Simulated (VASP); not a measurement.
# MnS (F-43m) in VASP: notebook

Aim: see how the results for MnS move with the level of theory and the settings. Levels: PBEsol, LDA. Tasks: single point.

Everything below comes from runs of VASP 6.6.1. Logs are shortened: lines on timing, memory, paths and dates and some standing lists are left out, and cuts for length are marked.

## (1) The cell of the first run

The structure is cubic, space group F-43m (No. 216). Conventional cell: a = 4.947 Å, b = 4.947 Å, c = 4.947 Å, α = 90.00°, β = 90.00°, γ = 90.00°. Within 2.8 Å of Mn (site symmetry -43m) lie 4 S at 2.14 Å. Within 2.8 Å of S (site symmetry -43m) lie 4 Mn at 2.14 Å.

## (2) Single point, PBEsol

INCAR reads:

```
ALGO = Normal
EDIFF = 1E-6
ENCUT = 520
GGA = PS
ISIF = 2
ISMEAR = -1
LASPH = T
LCHARG = F
LREAL = F
LWAVE = F
NBANDS = 16
NELM = 60
PREC = Accurate
SIGMA = 0.05
```

KPOINTS reads:

```
k-points
0
Gamma
  9 9 9
```

POSCAR reads:

```
MnS
1.0
    0.0000000000      2.4734634191      2.4734634191
    2.4734634191      0.0000000000      2.4734634191
    2.4734634191      2.4734634191      0.0000000000
Mn S
1 1
Direct
    0.0000000000      0.0000000000      0.0000000000
    0.7500000000      0.7500000000      0.7500000000
```

Potentials or basis: VASP PAW PBE potentials, release 64 (Mn_pv, S).

Started as:

```
> cat potpaw_PBE.64/Mn_pv/POTCAR potpaw_PBE.64/S/POTCAR > POTCAR
> mpirun -np 1 vasp_std > vasp.out
```

OUTCAR:

```text
EDIFF = 1E-6
   ENCUT = 520
   GGA = PS
   ISIF = 2
   ISMEAR = -1
   LASPH = T
   LREAL = F
   NELM = 60
   PREC = Accurate

 ion  position               nearest neighbor table
   1  0.000  0.000  0.000-   2 2.14   2 2.14   2 2.14   2 2.14
   2  0.750  0.750  0.750-   1 2.14   1 2.14   1 2.14   1 2.14

  LATTYP: Found a face centered cubic cell.
 ALAT       =     4.9469268382

  Lattice vectors:

 A1 = (   0.0000000000,   2.4734634191,   2.4734634191)
 A2 = (   2.4734634191,   0.0000000000,   2.4734634191)
 A3 = (   2.4734634191,   2.4734634191,   0.0000000000)

Analysis of symmetry for initial positions (statically):
=====================================================================
 Subroutine PRICEL returns:
 Original cell was already a primitive cell.

 Routine SETGRP: Setting up the symmetry group for a
 face centered cubic supercell.

 Subroutine GETGRP returns: Found 24 space group operations
 (whereof 24 operations were pure point group operations)
 out of a pool of 48 trial point group operations.

The static configuration has the point symmetry T_d .

Analysis of symmetry for dynamics (positions and initial velocities):
=====================================================================
 Subroutine PRICEL returns:
 Original cell was already a primitive cell.

 Routine SETGRP: Setting up the symmetry group for a
 face centered cubic supercell.

 Subroutine GETGRP returns: Found 24 space group operations
 (whereof 24 operations were pure point group operations)
 out of a pool of 48 trial point group operations.

The dynamic configuration has the point symmetry T_d .

 Subroutine INISYM returns: Found 24 space group operations
 (whereof 24 operations are pure point group operations),
 and found     1 'primitive' translations

----------------------------------------------------------------------------------------

                                     Primitive cell

  volume of cell :      30.2654

  direct lattice vectors                    reciprocal lattice vectors
     0.000000000  2.473463419  2.473463419    -0.202145702  0.202145702  0.202145702
     2.473463419  0.000000000  2.473463419     0.202145702 -0.202145702  0.202145702
     2.473463419  2.473463419  0.000000000     0.202145702  0.202145702 -0.202145702

  length of vectors
     3.498005513  3.498005513  3.498005513     0.350126627  0.350126627  0.350126627

  position of ions in fractional coordinates (direct lattice)
     0.000000000  0.000000000  0.000000000
[... 77 lines left out ...]
   NELM   =     60;   NELMIN=  2; NELMDL= -5     # of ELM steps
   EDIFF  = 0.1E-05   stopping-criterion for ELM
   LREAL  =      F    real-space projection
   EDIFFG = 0.1E-04   stopping-criterion for IOM
   NSW    =      0    number of steps for IOM
   IBRION =     -1    ionic relax: 0-MD 1-quasi-New 2-CG
   NFREE  =      0    steps in history (QN), initial steepest desc. (CG)
   ISIF   =      2    stress and relaxation
   ISYM   =      2    0-nonsym 1-usesym 2-fastsym
   POTIM  = 0.5000    time-step for ionic-motion
   TEBEG  =    0.0;   TEEND  =   0.0 temperature during run
   PSTRESS=    0.0 pullay stress
   NELECT =      19.0000    total number of electrons
   NUPDOWN=      -1.0000    fix difference up-down
   EMIN   =  10.00;   EMAX   =-10.00  energy-range for DOS
   EFERMI =   0.00;   METHOD = LEGACY
   ISMEAR =    -1;   SIGMA  =   0.05  broadening in eV -4-tet -1-fermi 0-gaus
   EFERMI_NEDOS =   21; number of points for ismear=-14 and -15
   IALGO  =     38    algorithm
   IMIX   =      4    mixing-type and parameters
     AMIX     =   0.40;   BMIX     =  1.00
     AMIX_MAG =   1.60;   BMIX_MAG =  1.00
  volume/ion in A,a.u.               =      15.13       102.12
  Fermi-wavevector in a.u.,A,eV,Ry     =   1.401771  2.648964 26.734947  1.964963
  Thomas-Fermi vector in A             =   2.524600
   LORBIT       =      0    0 simple, 1 ext, 2 COOP (PROOUT), +10 PAW based schemes
   GGA     = PS    functional components
   LHFCALC =     F    Hartree Fock is set to
   AEXX    =    0.0000 exact exchange contribution
   IVDW    =     0    specifies the selected vdW correction
   LEPSILON=     F    determine dielectric tensor
   LRPA    =     F    only Hartree local field effects (RPA)
 non-spin polarized calculation
  energy-cutoff  :      520.00
  volume of cell :       30.27
 maximum number of plane-waves:       869
 NGX is ok and might be reduce to    28
   NGX = 13   NGY = 13   NGZ = 13

 number of electron      18.9999987 magnetization

 Free energy of the ion-electron system (eV)
  ---------------------------------------------------
  ext. energy  EPLUGINS =         0.00000000
  ---------------------------------------------------
  free energy    TOTEN  =       -14.77314393 eV

  energy without entropy =      -14.75096801  energy(sigma->0) =      -14.76205597

 E-fermi :   7.2789     XC(G=0): -11.4247

 val. band max:        7.2599978808   @ k =   0.4444   0.3333   0.0000
 cond. band min:       7.3091268098   @ k =  -0.3333   0.2222   0.0000
 fundamental gap:      0.0491289290
 Fermi energy:         7.2789114359

 k-point     1 :       0.0000    0.0000    0.0000
  band No.  band energies     occupation
      1     -40.2471      2.00000
      2     -40.2471      2.00000
      3     -40.2471      2.00000
      4      -7.9731      2.00000
      5       2.6101      2.00000
      6       2.6101      2.00000
[... 433 lines left out ...]
      3     -40.2566      2.00000
      4      -6.3004      2.00000
      5       0.6294      2.00000
      6       3.2357      2.00000
[... 8 lines left out ...]
     15      20.5460      0.00000
     16      20.7890      0.00000

 [... further k-points ...]

------------------------ aborting loop because EDIFF is reached ----------------------------------------

  FORCE on cell =-STRESS in cart. coord.  units (eV):
  Direction    XX          YY          ZZ          XY          YZ          ZX
  --------------------------------------------------------------------------------------
  -------------------------------------------------------------------------------------
  Total       -0.5475092     -0.5475092     -0.5475092     -0.0000000      0.0000000      0.0000000
  in kB      -28.9838149    -28.9838149    -28.9838149     -0.0000000      0.0000000      0.0000000
  external PRESSURE =     -28.9838149 kB  Pullay stress =       0.0000000 kB

 VOLUME and BASIS-vectors are now :
 -----------------------------------------------------------------------------
  energy-cutoff  :      520.00
  volume of cell :       30.27
      direct lattice vectors                 reciprocal lattice vectors
     0.000000000  2.473463419  2.473463419    -0.202145702  0.202145702  0.202145702
     2.473463419  0.000000000  2.473463419     0.202145702 -0.202145702  0.202145702
     2.473463419  2.473463419  0.000000000     0.202145702  0.202145702 -0.202145702

 POSITION                                       TOTAL-FORCE (eV/Angst)
 -----------------------------------------------------------------------------------
      0.00000      0.00000      0.00000         0.000000      0.000000      0.000000
      3.71020      3.71020      3.71020        -0.000000     -0.000000     -0.000000
 -----------------------------------------------------------------------------------
    total drift:                               -0.000001     -0.000001     -0.000001

  FREE ENERGIE OF THE ION-ELECTRON SYSTEM (eV)
  ---------------------------------------------------
  free  energy   TOTEN  =       -14.7731439256 eV

  energy  without entropy=      -14.7509680073  energy(sigma->0) =      -14.76205597
```

OSZICAR:

```text
N       E                     dE             d eps       ncg     rms          rms(c)
DAV:   1     0.146452194709E+03    0.14645E+03   -0.10588E+04  1120   0.127E+03
DAV:   2    -0.104552221050E+02   -0.15691E+03   -0.15152E+03  1312   0.334E+02
DAV:   3    -0.163753775401E+02   -0.59202E+01   -0.58864E+01  1296   0.726E+01
DAV:   4    -0.164464058284E+02   -0.71028E-01   -0.71018E-01  1368   0.829E+00
DAV:   5    -0.164477611942E+02   -0.13554E-02   -0.13554E-02  1232   0.116E+00    0.164E+01
DAV:   6    -0.168884241441E+02   -0.44066E+00   -0.22969E+01  1120   0.582E+01    0.136E+01
DAV:   7    -0.148043750812E+02    0.20840E+01   -0.86197E+00  1120   0.393E+01    0.493E+00
DAV:   8    -0.147736701170E+02    0.30705E-01   -0.26359E-01  1144   0.539E+00    0.687E-01
DAV:   9    -0.147732247968E+02    0.44532E-03   -0.16658E-02  1368   0.120E+00    0.290E-01
DAV:  10    -0.147731453422E+02    0.79455E-04   -0.43333E-04  1304   0.190E-01    0.180E-01
DAV:  11    -0.147731509437E+02   -0.56016E-05   -0.15121E-04  1336   0.137E-01    0.337E-02
DAV:  12    -0.147731440631E+02    0.68806E-05   -0.40976E-05  1328   0.849E-02    0.160E-02
DAV:  13    -0.147731439256E+02    0.13756E-06   -0.37368E-06  1152   0.204E-02
   1 F= -.14773144E+02 E0= -.14762056E+02  d E =-.221759E-01
```

stdout:

```text
POSCAR found type information on POSCAR MnS
 POSCAR found :  2 types and       2 ions
 scaLAPACK will be used
 -----------------------------------------------------------------------------
|                                                                             |
|                                                                             |
|     You enforced a specific xc type in the INCAR file but a different       |
|     I HOPE YOU KNOW WHAT YOU ARE DOING!                                     |
|                                                                             |
 -----------------------------------------------------------------------------

 LDA part: xc-table for (Slater+PW92), standard interpolation
 POSCAR, INCAR and KPOINTS ok, starting setup
 FFT: planning ... GRIDC
 FFT: planning ... GRID_SOFT
 FFT: planning ... GRID
 WAVECAR not read
 entering main loop
```

Run time: 18 s. Hardware: 1 thread of Intel Xeon 8259CL, shared host; peak memory 0.16 GiB.

What came out:

- Free energy: -14.7731 eV
- Pressure: -2.9 GPa
- Band gap on the k mesh: zero (an odd number of electrons rules out a gap without spin polarisation)

Caveat: the PAW data sets were made with another functional, which shifts forces and pressure a little; the run has no spin polarisation, though such a crystal can be magnetic; semilocal functionals often make such compounds metallic where correlation or magnetic order opens a gap, which also shifts bond lengths. Spin polarisation is off, so any magnetic state and its effect on volume and gap are missing.

(Part 1 of 2 ends here.)
